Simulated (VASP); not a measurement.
# TaN (P-6m2) in VASP: a series of runs, part 2 of 2

VASP 6.6.1. Earlier steps stand in the parts before.

### Step 5. Relaxation of cell and atoms, PBE

This run uses another cell than the first one, of 10.78 Å³/atom, 0.955 times its volume.

INCAR reads:

```
ALGO = Normal
EDIFF = 1E-7
EDIFFG = -0.01
ENCUT = 600
GGA = PE
IBRION = 2
ISIF = 3
ISMEAR = -1
LASPH = True
LCHARG = False
LREAL = False
LWAVE = False
NELM = 100
NSW = 60
PREC = Accurate
SIGMA = 0.05
```

KPOINTS reads:

```
k-points
0
Gamma
  10 10 9
```

POSCAR reads:

```
TaN
1.0
    2.9380011100      0.0000000000      0.0000000000
   -1.4690005500      2.5443836000      0.0000000000
    0.0000000000      0.0000000000      2.8830022100
Ta N
1 1
Direct
    0.3333333333      0.6666666667      0.5000000000
    0.0000000000      0.0000000000      0.0000000000
```

Potentials or basis: VASP PAW PBE potentials, release 64 (Ta_pv, N).

On the command line:

```console
> cat potpaw_PBE.64/Ta_pv/POTCAR potpaw_PBE.64/N/POTCAR > POTCAR
> mpirun -np 1 vasp_std > vasp.out
```

OUTCAR:

```text
EDIFF = 1E-7
   EDIFFG = -0.01
   ENCUT = 600
   GGA = PE
   IBRION = 2
   ISIF = 3
   ISMEAR = -1
   LASPH = True
   LREAL = False
   NELM = 100
   NSW = 60
   PREC = Accurate

 ion  position               nearest neighbor table
   1  0.333  0.667  0.500-   2 2.23   2 2.23   2 2.23   2 2.23   2 2.23   2 2.23
   2  0.000  0.000  0.000-   1 2.23   1 2.23   1 2.23   1 2.23   1 2.23   1 2.23

  LATTYP: Found a hexagonal cell.
 ALAT       =     2.9380011100
 C/A-ratio  =     0.9812801636

  Lattice vectors:

 A1 = (   2.9380011100,   0.0000000000,   0.0000000000)
 A2 = (  -1.4690005500,   2.5443836000,   0.0000000000)
 A3 = (   0.0000000000,   0.0000000000,   2.8830022100)

Analysis of symmetry for initial positions (statically):
=====================================================================
 Subroutine PRICEL returns:
 Original cell was already a primitive cell.
[... 267 lines left out ...]
      6       3.6075      2.00000
      7       3.9533      2.00000
      8       5.1807      2.00000
      9      10.2031      0.00000
     10      11.6044      0.00000
     11      11.6044      0.00000
     12      12.0104      0.00000
[... 331 lines left out ...]
 k-point    24 :       0.4000    0.1000    0.1111
  band No.  band energies     occupation
      1     -27.4510      2.00000
      2     -26.8053      2.00000
      3     -26.7582      2.00000
      4      -7.3355      2.00000
      5       0.1488      2.00000
      6       2.7754      2.00000
      7       3.9771      2.00000
      8       5.8629      2.00000
      9      10.6281      0.00000
     10      11.6321      0.00000
     11      12.5284      0.00000
     12      13.7901      0.00000

 [... further k-points ...]

------------------------ aborting loop because EDIFF is reached ----------------------------------------

  FORCE on cell =-STRESS in cart. coord.  units (eV):
  Direction    XX          YY          ZZ          XY          YZ          ZX
  --------------------------------------------------------------------------------------
  -------------------------------------------------------------------------------------
  Total       -0.0018959     -0.0018959     -0.0186716     -0.0000000      0.0000000     -0.0000000
  in kB       -0.1388198     -0.1388198     -1.3671762     -0.0000000      0.0000000     -0.0000000
  external PRESSURE =      -0.5482720 kB  Pullay stress =       0.0000000 kB
[... 17 lines left out ...]
  FREE ENERGIE OF THE ION-ELECTRON SYSTEM (eV)
  ---------------------------------------------------
  free  energy   TOTEN  =       -22.4485339795 eV

  energy  without entropy=      -22.4482083170  energy(sigma->0) =      -22.44837115

 reached required accuracy - stopping structural energy minimisation
```

CONTCAR:

```text
TaN
   1.00000000000000
     2.9517428710633884    0.0000000000270041    0.0000000000000000
    -1.4758714304849219    2.5562843141937082    0.0000000000000000
     0.0000000000000000   -0.0000000000000000    2.8998793149442910
  Ta              N
     1     1
Direct
     0.3333333332999970    0.6666666667000030    0.5000000000000000
     0.0000000000000000    0.0000000000000000    1.0000000000000000

  0.00000000E+00  0.00000000E+00  0.00000000E+00
  0.00000000E+00  0.00000000E+00  0.00000000E+00
```

It took 16 s on 1 thread of Intel Xeon 6975P-C (Granite Rapids), shared host; peak memory 0.16 GiB.

What came out:

```
Free energy                            : -22.4485 eV
Relaxed volume                         : 10.94 Å³/atom
Relaxed cell                           : a = 2.952 Å, b = 2.952 Å, c = 2.900 Å, α = 90.00°, β = 90.00°, γ = 120.00°
Space group after relaxing (to 0.05 Å) : P-6m2 (No. 187)
Energy gained by relaxing              : 2.7 meV/atom
Ionic steps                            : 3
Pressure after relaxing                : -0.1 GPa
Band gap on the k mesh                 : zero (band 8 reaches 8.33 eV, above the bottom of band 9 at 8.04 eV)
```

Step by step:
| step | energy change (eV) | largest force (eV/Å) | pressure (GPa) | volume (Å³) |
| --- | --- | --- | --- | --- |
| 1 | 0.0000 | 0.0000 | 5.29 | 21.55 |
| 2 | 0.0245 | 0.0000 | -11.35 | 22.68 |
| 3 | -0.0054 | 0.0000 | -0.05 | 21.88 |

Final structure:
```
Ta N
1.0
     2.95174    0.00000    0.00000
    -1.47587    2.55628    0.00000
     0.00000    0.00000    2.89988
Ta N
1 1
Direct
  0.33333 0.66667 0.50000
  0.00000 0.00000 0.00000
```

Caveat: spin-orbit coupling is left out, which moves the levels of the heavy elements.

### Step 6. Relaxation of cell and atoms, PBEsol

This run uses another cell than the first one, of 10.78 Å³/atom, 0.955 times its volume.

INCAR reads:

```
SYSTEM = TaN
  PREC = Accurate
  ENCUT = 600
  EDIFF = 1E-6
  ISMEAR = -1
  SIGMA = 0.05
  LREAL = .False.
  LASPH = .True.
  NELM = 60
  ALGO = Normal
  ISIF = 3
  LWAVE = .False.
  LCHARG = .False.
  GGA = PS
  IBRION = 2
  NSW = 60
  EDIFFG = -0.01
```

KPOINTS reads:

```
Automatic mesh
0
Gamma
  10 10 9
  0 0 0
```

POSCAR is that of step 5.

Potentials or basis: VASP PAW PBE potentials, release 64 (Ta_pv, N).

On the command line:

```console
> cat potpaw_PBE.64/Ta_pv/POTCAR potpaw_PBE.64/N/POTCAR > POTCAR
> mpirun -np 1 vasp_std > vasp.out
```

Wall time 21 s (1 thread of Intel Xeon 6975P-C (Granite Rapids), shared host); peak memory 0.16 GiB.

The run converged. Its results:

* Free energy: -23.8091 eV
* Relaxed volume: 10.65 Å³/atom
* Relaxed cell: a = 2.926 Å, b = 2.926 Å, c = 2.873 Å, α = 90.00°, β = 90.00°, γ = 120.00°
* Space group after relaxing (to 0.05 Å): P-6m2 (No. 187)
* Energy gained by relaxing: 1.7 meV/atom
* Ionic steps: 6
* Pressure after relaxing: 0.0 GPa
* Band gap on the k mesh: zero (band 8 reaches 8.43 eV, above the bottom of band 9 at 8.13 eV)

The path:
| step | energy change (eV) | largest force (eV/Å) | pressure (GPa) | volume (Å³) |
| --- | --- | --- | --- | --- |
| 1 | 0.0000 | 0.0000 | -4.21 | 21.55 |
| 2 | 0.0182 | 0.0000 | 11.48 | 20.68 |
| 3 | -0.0034 | 0.0000 | -0.05 | 21.30 |
| 4 | -0.0034 | 0.0000 | 0.03 | 21.30 |
| 5 | -0.0034 | 0.0000 | 0.06 | 21.29 |
| 6 | -0.0034 | 0.0000 | 0.05 | 21.30 |

Final structure:
```
CELL_PARAMETERS angstrom
2.92576 0.00000 0.00000
-1.46288 2.53378 0.00000
0.00000 0.00000 2.87258
ATOMIC_POSITIONS crystal
Ta 0.33333 0.66667 0.50000
N 0.00000 0.00000 0.00000
```

Levels at points of the mesh, in eV from the Fermi level:
```csv
k point,band 4,band 5,band 6,band 7,band 8,band 9,band 10,band 11,band 12
"(0.00, 0.00, 0.00)",-17.87,-4.65,-4.65,-4.33,-2.97,2.27,3.61,3.61,4.00
"(0.50, 0.00, 0.00)",-15.50,-8.42,-5.31,-3.59,-3.23,2.99,4.08,5.23,5.35
```

Caveat: the PAW data sets were made with another functional, which shifts forces and pressure a little; spin-orbit coupling is left out, which moves the levels of the heavy elements.

### Step 7. Summary

| task | level | potentials or basis | cell | cutoff (eV) | gap on the mesh (eV) | pressure (GPa) | relaxed volume (Å³/atom) |
| --- | --- | --- | --- | --- | --- | --- | --- |
| single point | BLYP | VASP PAW PBE potentials, release 64 (Ta_pv, N) | a = 2.983, b = 2.983, c = 2.928 Å, angles 90.0, 90.0, 120.0°, 2 atoms | 520 | none | 1.7 | - |
| single point | r2SCAN | VASP PAW PBE potentials, release 64 (Ta_pv, N) | a = 2.936, b = 2.936, c = 2.884 Å, angles 90.0, 90.0, 120.0°, 2 atoms | 520 | none | 1.6 | - |
| relaxation of cell and atoms | LDA | VASP PAW LDA potentials, release 64 (Ta_pv, N) | relaxed from a = 2.938, b = 2.938, c = 2.883 Å, angles 90.0, 90.0, 120.0°, 2 atoms | 600 | none | -0.1 | 10.49 |
| relaxation of cell and atoms | PBE | VASP PAW PBE potentials, release 64 (Ta_pv, N) | relaxed from a = 2.938, b = 2.938, c = 2.883 Å, angles 90.0, 90.0, 120.0°, 2 atoms | 600 | none | -0.1 | 10.94 |
| relaxation of cell and atoms | PBEsol | VASP PAW PBE potentials, release 64 (Ta_pv, N) | relaxed from a = 2.938, b = 2.938, c = 2.883 Å, angles 90.0, 90.0, 120.0°, 2 atoms | 600 | none | 0.0 | 10.65 |

Alike in all rows: no spin polarisation; k mesh 10 × 10 × 9; smearing fermi-dirac 0.05 eV.

Caveats: spin-orbit coupling is left out, which moves the levels of the heavy elements; the PAW data sets were made with another functional, which shifts forces and pressure a little (some runs).

Absolute energies hang on the potentials; compare differences alone.
